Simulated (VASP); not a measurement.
# Cd3N2 (I4/mmm) in VASP: notebook

Runs on Cd3N2. Level: PBE. Tasks: single point, relaxation of cell and atoms.

Everything below comes from runs of VASP 6.6.1. Logs are shortened: lines on timing, memory, paths and dates and some standing lists are left out, and cuts for length are marked.

## (1) The cell of the first run

The structure is tetragonal, space group I4/mmm (No. 139). Conventional cell: a = 4.337 Å, b = 4.337 Å, c = 9.872 Å, α = 90.00°, β = 90.00°, γ = 90.00°. Cd (site symmetry 4mm) has 4 N at 2.26 Å within 3.0 Å. Cd (site symmetry 4/mmm) has 10 Cd at 3.09 to 3.58 Å and 8 N at 3.29 Å within 4.1 Å. Within 3.0 Å of N (site symmetry -4m2) lie 4 Cd at 2.26 Å.

## (2) Single point, PBE

Input file INCAR:

```
PREC = Accurate
ENCUT = 520
EDIFF = 1E-6
ISMEAR = 0
SIGMA = 0.15
LREAL = F
LASPH = T
NELM = 100
ALGO = Normal
ISIF = 2
LWAVE = F
LCHARG = F
GGA = PE
NBANDS = 31
```

Input file KPOINTS:

```
Automatic mesh
0
Gamma
  4 4 4
```

Input file POSCAR:

```
Cd3N2
1.0
   -2.1684968997      2.1684968997      4.9358881058
    2.1684968997     -2.1684968997      4.9358881058
    2.1684968997      2.1684968997     -4.9358881058
Cd N
3 2
Direct
    0.1869562343      0.1869562343      0.0000000000
    0.8130437657      0.8130437657      0.0000000000
    0.5000000000      0.5000000000      0.0000000000
    0.7500000000      0.2500000000      0.5000000000
    0.2500000000      0.7500000000      0.5000000000
```

Potentials or basis: VASP PAW PBE potentials, release 64 (Cd, N).

On the command line:

```
$ cat potpaw_PBE.64/Cd/POTCAR potpaw_PBE.64/N/POTCAR > POTCAR
$ mpirun -np 1 vasp_std > vasp.out
```

OUTCAR:

```text
PREC = Accurate
   ENCUT = 520
   EDIFF = 1E-6
   ISMEAR = 0
   LREAL = F
   LASPH = T
   NELM = 100
   ISIF = 2
   GGA = PE

 ion  position               nearest neighbor table
   1  0.187  0.187  0.000-   4 2.26   5 2.26   4 2.26   5 2.26   3 3.09   2 3.31   2 3.31   2 3.31
                             2 3.31   3 3.58   3 3.58   3 3.58   3 3.58   2 3.69
   2  0.813  0.813  0.000-   4 2.26   5 2.26   4 2.26   5 2.26   3 3.09   1 3.31   1 3.31   1 3.31
                             1 3.31   3 3.58   3 3.58   3 3.58   3 3.58   1 3.69
   3  0.500  0.500  0.000-   1 3.09   2 3.09   2 3.58   1 3.58   1 3.58   1 3.58   2 3.58   2 3.58
                             1 3.58   2 3.58
   4  0.750  0.250  0.500-   2 2.26   1 2.26   2 2.26   1 2.26
   5  0.250  0.750  0.500-   2 2.26   1 2.26   2 2.26   1 2.26

  LATTYP: Found a body centered tetragonal cell.
 ALAT       =     4.3369937994
 C/A-ratio  =     2.2761794617

  Lattice vectors:

 A1 = (  -2.1684968997,   2.1684968997,   4.9358881058)
 A2 = (   2.1684968997,  -2.1684968997,   4.9358881058)
 A3 = (   2.1684968997,   2.1684968997,  -4.9358881058)

Analysis of symmetry for initial positions (statically):
=====================================================================
 Subroutine PRICEL returns:
 Original cell was already a primitive cell.

 Routine SETGRP: Setting up the symmetry group for a
 body centered tetragonal supercell.

 Subroutine GETGRP returns: Found 16 space group operations
 (whereof 16 operations were pure point group operations)
 out of a pool of 16 trial point group operations.

The static configuration has the point symmetry D_4h.

Analysis of symmetry for dynamics (positions and initial velocities):
=====================================================================
 Subroutine PRICEL returns:
 Original cell was already a primitive cell.

 Routine SETGRP: Setting up the symmetry group for a
 body centered tetragonal supercell.

 Subroutine GETGRP returns: Found 16 space group operations
 (whereof 16 operations were pure point group operations)
 out of a pool of 16 trial point group operations.

The dynamic configuration has the point symmetry D_4h.

 Subroutine INISYM returns: Found 16 space group operations
 (whereof 16 operations are pure point group operations),
 and found     1 'primitive' translations

----------------------------------------------------------------------------------------

[... 87 lines left out ...]
   LREAL  =      F    real-space projection
   EDIFFG = 0.1E-04   stopping-criterion for IOM
   NSW    =      0    number of steps for IOM
   IBRION =     -1    ionic relax: 0-MD 1-quasi-New 2-CG
   NFREE  =      0    steps in history (QN), initial steepest desc. (CG)
   ISIF   =      2    stress and relaxation
   ISYM   =      2    0-nonsym 1-usesym 2-fastsym
   POTIM  = 0.5000    time-step for ionic-motion
   TEBEG  =    0.0;   TEEND  =   0.0 temperature during run
   PSTRESS=    0.0 pullay stress
   NELECT =      46.0000    total number of electrons
   NUPDOWN=      -1.0000    fix difference up-down
   EMIN   =  10.00;   EMAX   =-10.00  energy-range for DOS
   EFERMI =   0.00;   METHOD = LEGACY
   ISMEAR =     0;   SIGMA  =   0.15  broadening in eV -4-tet -1-fermi 0-gaus
   EFERMI_NEDOS =   21; number of points for ismear=-14 and -15
   IALGO  =     38    algorithm
   IMIX   =      4    mixing-type and parameters
     AMIX     =   0.40;   BMIX     =  1.00
     AMIX_MAG =   1.60;   BMIX_MAG =  1.00
  volume/ion in A,a.u.               =      18.57       125.31
  Fermi-wavevector in a.u.,A,eV,Ry     =   1.295428  2.448003 22.832380  1.678133
  Thomas-Fermi vector in A             =   2.426948
   LORBIT       =      0    0 simple, 1 ext, 2 COOP (PROOUT), +10 PAW based schemes
   GGA     = PE    functional components
   LHFCALC =     F    Hartree Fock is set to
   AEXX    =    0.0000 exact exchange contribution
   IVDW    =     0    specifies the selected vdW correction
   LEPSILON=     F    determine dielectric tensor
   LRPA    =     F    only Hartree local field effects (RPA)
 non-spin polarized calculation
 Gauss-broadening in eV      SIGMA  =   0.15
  energy-cutoff  :      520.00
  volume of cell :       92.84
 maximum number of plane-waves:      2518
 NGX is ok and might be reduce to    48
   NGX = 21   NGY = 21   NGZ = 21

 number of electron      45.9999995 magnetization

 Free energy of the ion-electron system (eV)
  ---------------------------------------------------
  ext. energy  EPLUGINS =         0.00000000
  ---------------------------------------------------
  free energy    TOTEN  =       -13.61761310 eV

  energy without entropy =      -13.59381389  energy(sigma->0) =      -13.60571349

 E-fermi :   1.7456     XC(G=0): -10.2509

 val. band max:        1.6781285712   @ k =   0.5000   0.2500   0.0000
 cond. band min:       1.8208717161   @ k =  -0.2500   0.2500   0.2500
 fundamental gap:      0.1427431449
 Fermi energy:         1.7455847810

 k-point     1 :       0.0000    0.0000    0.0000
  band No.  band energies     occupation
      1     -12.5929      2.00000
      2     -11.6603      2.00000
      3      -6.8083      2.00000
      4      -6.7278      2.00000
      5      -6.7278      2.00000
      6      -6.7078      2.00000
[... 431 lines left out ...]
     30       9.5908      0.00000
     31       9.9612      0.00000

------------------------ aborting loop because EDIFF is reached ----------------------------------------

  FORCE on cell =-STRESS in cart. coord.  units (eV):
  Direction    XX          YY          ZZ          XY          YZ          ZX
  --------------------------------------------------------------------------------------
  -------------------------------------------------------------------------------------
  Total        0.4244751      0.4244751     -0.1074098      0.0000000      0.0000000      0.0000000
  in kB        7.3252060      7.3252060     -1.8535811      0.0000000      0.0000000      0.0000000
  external PRESSURE =       4.2656103 kB  Pullay stress =       0.0000000 kB

 VOLUME and BASIS-vectors are now :
 -----------------------------------------------------------------------------
  energy-cutoff  :      520.00
  volume of cell :       92.84
      direct lattice vectors                 reciprocal lattice vectors
    -2.168496900  2.168496900  4.935888106     0.000000000  0.230574459  0.101298893
     2.168496900 -2.168496900  4.935888106     0.230574459  0.000000000  0.101298893
     2.168496900  2.168496900 -4.935888106     0.230574459  0.230574459  0.000000000

 POSITION                                       TOTAL-FORCE (eV/Angst)
 -----------------------------------------------------------------------------------
      0.00000      0.00000      1.84559        -0.000000     -0.000000     -0.122881
      0.00000      0.00000      8.02619        -0.000000     -0.000000      0.122881
      0.00000      0.00000      4.93589         0.000000      0.000000     -0.000000
      0.00000      2.16850      2.46794         0.000000      0.000000      0.000000
      2.16850      0.00000      2.46794         0.000000      0.000000      0.000000
 -----------------------------------------------------------------------------------
    total drift:                                0.000000     -0.000000      0.000000

  FREE ENERGIE OF THE ION-ELECTRON SYSTEM (eV)
  ---------------------------------------------------
  free  energy   TOTEN  =       -13.6176131029 eV

  energy  without entropy=      -13.5938138855  energy(sigma->0) =      -13.60571349
```

stdout:

```text
POSCAR found type information on POSCAR CdN
 POSCAR found :  2 types and       5 ions
 scaLAPACK will be used
 LDA part: xc-table for (Slater+PW92), standard interpolation
 POSCAR, INCAR and KPOINTS ok, starting setup
 FFT: planning ... GRIDC
 FFT: planning ... GRID_SOFT
 FFT: planning ... GRID
 WAVECAR not read
 entering main loop
```

Wall time 88 s (1 thread of Oxide Virtual Turin-like, shared host); peak memory 0.28 GiB.

What came out:

| Property | Result |
| --- | --- |
| Free energy | -13.6176 eV |
| Pressure | 0.4 GPa |
| Largest force | 0.123 eV/Å |
| Band gap on the k mesh | zero (band 23 reaches 2.55 eV, above the bottom of band 24 at 1.29 eV) |

Forces in eV/Å, atoms in the order of the input:
```
Cd   0.000  0.000 -0.123
Cd   0.000  0.000  0.123
Cd   0.000  0.000  0.000
N    0.000  0.000  0.000
N    0.000  0.000  0.000
```

Stress tensor (GPa, compression positive):
```
 0.73  0.00  0.00
 0.00  0.73  0.00
 0.00  0.00 -0.19
```

Caveat: the k points lie up to 0.51 Å⁻¹ apart.

## (3) Relaxation of cell and atoms, PBE

This run uses another cell than the first one, of 21.44 Å³/atom, 1.155 times its volume.

Input file INCAR:

```
PREC = Accurate ; ENCUT = 600
EDIFF = 1E-6 ; ISMEAR = 0
SIGMA = 0.15 ; LREAL = F
LASPH = T ; NELM = 80
ALGO = Normal ; ISIF = 3
LWAVE = F ; LCHARG = F
GGA = PE ; IBRION = 2
NSW = 36 ; EDIFFG = -0.08
```

KPOINTS is that of step 2.

Input file POSCAR:

```
Cd3N2
1.0
   -2.2293047500      2.2293047500      5.3929408000
    2.2293047500     -2.2293047500      5.3929408000
    2.2293047500      2.2293047500     -5.3929408000
Cd N
3 2
Direct
    0.1702208900      0.1702208900      0.0000000000
    0.8297791100      0.8297791100      0.0000000000
    0.5000000000      0.5000000000      0.0000000000
    0.7500000000      0.2500000000      0.5000000000
    0.2500000000      0.7500000000      0.5000000000
```

Potentials or basis: VASP PAW PBE potentials, release 64 (Cd, N).

On the command line:

```
$ cat potpaw_PBE.64/Cd/POTCAR potpaw_PBE.64/N/POTCAR > POTCAR
$ mpirun -np 1 vasp_std > vasp.out
```

OUTCAR:

```text
PREC = Accurate
   ENCUT = 600
   EDIFF = 1E-6
   ISMEAR = 0
   LREAL = F
   LASPH = T
   NELM = 80
   ISIF = 3
   GGA = PE
   IBRION = 2
   NSW = 36
   EDIFFG = -0.08

 ion  position               nearest neighbor table
   1  0.170  0.170  0.000-   4 2.39   5 2.39   4 2.39   5 2.39   3 3.56   2 3.59   2 3.59   2 3.59
                             2 3.59   3 3.65   3 3.65   3 3.65   3 3.65   2 3.67
   2  0.830  0.830  0.000-   4 2.39   5 2.39   4 2.39   5 2.39   3 3.56   1 3.59   1 3.59   1 3.59
                             1 3.59   3 3.65   3 3.65   3 3.65   3 3.65   1 3.67
   3  0.500  0.500  0.000-   1 3.56   2 3.56   1 3.65   2 3.65   1 3.65   1 3.65   1 3.65   2 3.65
                             2 3.65   2 3.65
   4  0.750  0.250  0.500-   2 2.39   1 2.39   2 2.39   1 2.39
   5  0.250  0.750  0.500-   2 2.39   1 2.39   2 2.39   1 2.39

  LATTYP: Found a body centered tetragonal cell.
 ALAT       =     4.4586095000
 C/A-ratio  =     2.4191133132

  Lattice vectors:

[... 180 lines left out ...]
 fundamental gap:      0.1727647649
 Fermi energy:         0.7127274810

 k-point     1 :       0.0000    0.0000    0.0000
  band No.  band energies     occupation
      1     -12.6352      2.00000
      2     -11.7674      2.00000
      3      -7.4785      2.00000
      4      -7.4418      2.00000
      5      -7.4012      2.00000
      6      -7.3697      2.00000
[... 612 lines left out ...]
--------------------------------------- Ionic step        7  -------------------------------------------

 number of electron      46.0000005 magnetization

 Free energy of the ion-electron system (eV)
  ---------------------------------------------------
  ext. energy  EPLUGINS =         0.00000000
  ---------------------------------------------------
  free energy    TOTEN  =       -13.64639055 eV

  energy without entropy =      -13.62510915  energy(sigma->0) =      -13.63574985

 E-fermi :   1.9089     XC(G=0): -10.4176

 val. band max:        1.8277210844   @ k =   0.5000   0.2500   0.0000
 cond. band min:       2.0398388291   @ k =  -0.2500   0.2500   0.2500
 fundamental gap:      0.2121177446
 Fermi energy:         1.9088873384

 k-point     1 :       0.0000    0.0000    0.0000
  band No.  band energies     occupation
      1     -12.3983      2.00000
      2     -11.4190      2.00000
      3      -6.6981      2.00000
      4      -6.6225      2.00000
      5      -6.6225      2.00000
      6      -6.6201      2.00000
[... 411 lines left out ...]
  FREE ENERGIE OF THE ION-ELECTRON SYSTEM (eV)
  ---------------------------------------------------
  free  energy   TOTEN  =       -13.6463905508 eV

  energy  without entropy=      -13.6251091536  energy(sigma->0) =      -13.63574985

 reached required accuracy - stopping structural energy minimisation
```

OSZICAR:

```text
N       E                     dE             d eps       ncg     rms          rms(c)
DAV:   1     0.375874267001E+03    0.37587E+03   -0.25829E+04   702   0.182E+03
DAV:   2     0.114121012057E+02   -0.36446E+03   -0.35266E+03   749   0.432E+02
DAV:   3    -0.177680938691E+02   -0.29180E+02   -0.28058E+02   870   0.111E+02
[... 73 lines left out ...]
DAV:   5    -0.136464107639E+02    0.24803E-01   -0.35778E-02   731   0.173E+00    0.392E-01
DAV:   6    -0.136464221158E+02   -0.11352E-04   -0.67752E-03   781   0.766E-01    0.185E-01
DAV:   7    -0.136463719474E+02    0.50168E-04   -0.62556E-04   824   0.224E-01    0.973E-02
DAV:   8    -0.136463906903E+02   -0.18743E-04   -0.41661E-05   714   0.681E-02    0.930E-03
DAV:   9    -0.136463905508E+02    0.13953E-06   -0.64961E-06   724   0.374E-02
   7 F= -.13646391E+02 E0= -.13635750E+02  d E =-.948561E-01
```

Wall time 9.5 min (1 thread of Oxide Virtual Turin-like, shared host); peak memory 0.35 GiB.

What came out:

```
Free energy                            : -13.6464 eV
Relaxed volume                         : 18.08 Å³/atom
Relaxed cell                           : a = 5.713 Å, b = 5.713 Å, c = 5.713 Å, α = 135.47°, β = 135.47°, γ = 64.80°
Space group after relaxing (to 0.05 Å) : I4/mmm (No. 139)
Energy gained by relaxing              : 123.0 meV/atom
Ionic steps                            : 7
Pressure after relaxing                : 0.1 GPa
Largest force after relaxing           : 0.023 eV/Å
Band gap on the k mesh                 : zero (band 23 reaches 2.67 eV, above the bottom of band 24 at 1.47 eV)
```

Forces in eV/Å, atoms in the order of the input:
```
Cd   0.000  0.000 -0.023
Cd   0.000  0.000  0.023
Cd   0.000  0.000  0.000
N    0.000  0.000  0.000
N    0.000  0.000  0.000
```

Step by step:
```tsv
step	energy change (eV)	largest force (eV/Å)	pressure (GPa)	volume (Å³)
1	0.0000	1.2030	-8.35	107.21
2	-0.5083	0.0621	1.85	90.78
3	-0.5200	0.2387	0.06	92.60
4	-0.5538	0.1771	0.04	92.16
5	-0.6032	0.0490	0.11	91.07
6	-0.5632	0.3753	0.68	88.50
7	-0.6149	0.0228	0.11	90.40
```

Final structure:
```
Cd N
1.0
    -2.16459    2.16459    4.82327
     2.16459   -2.16459    4.82327
     2.16459    2.16459   -4.82327
Cd N
3 2
Direct
  0.18058 0.18058 0.00000
  0.81942 0.81942 0.00000
  0.50000 0.50000 0.00000
  0.75000 0.25000 0.50000
  0.25000 0.75000 0.50000
```

Caveat: the k points lie up to 0.51 Å⁻¹ apart in the final cell; the volume moved by over 15 % at a fixed basis, so the end points are rough; the relaxation stopped at a loose force limit of 0.08 eV/Å, so its end isn't a converged minimum.
